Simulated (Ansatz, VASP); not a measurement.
# SrTiO3 in VASP and in Ansatz

```xyz
5
Lattice="3.9364 0.0000 0.0000 0.0000 3.9364 0.0000 0.0000 0.0000 3.9364" Properties=species:S:1:pos:R:3 pbc="T T T"
Sr    1.9682    1.9682    1.9682
Ti    0.0000    0.0000    0.0000
O     1.9682    0.0000    0.0000
O     0.0000    1.9682    0.0000
O     0.0000    0.0000    1.9682
```

Alike in both runs: functional PBE; k mesh 8 × 8 × 8; occupations gaussian, width 0.02 eV; no spin polarisation.

Ansatz relaxed the structure, and its values are those at the end. VASP's run is a single point on that final structure, the one shown.

|  | VASP | Ansatz |
| --- | --- | --- |
| version | VASP 6.6.1 | Ansatz 0.2.0 |
| potentials or method | VASP PAW PBE potentials, release 64 (Sr_sv, Ti_sv, O), cutoff 600 eV | scalar-relativistic, all-electron LAPW |

|  | VASP | Ansatz | Ansatz less VASP |
| --- | --- | --- | --- |
| gap on the k mesh at the Fermi level (eV) | 1.81 | 1.84 | +0.024 |
| least direct gap on the mesh (eV) | 2.18 | 2.20 | +0.016 |
| pressure (GPa) | 0.5 | 0.0 | -0.47 |

Ansatz ran all-electron here, and VASP with PAW potentials.
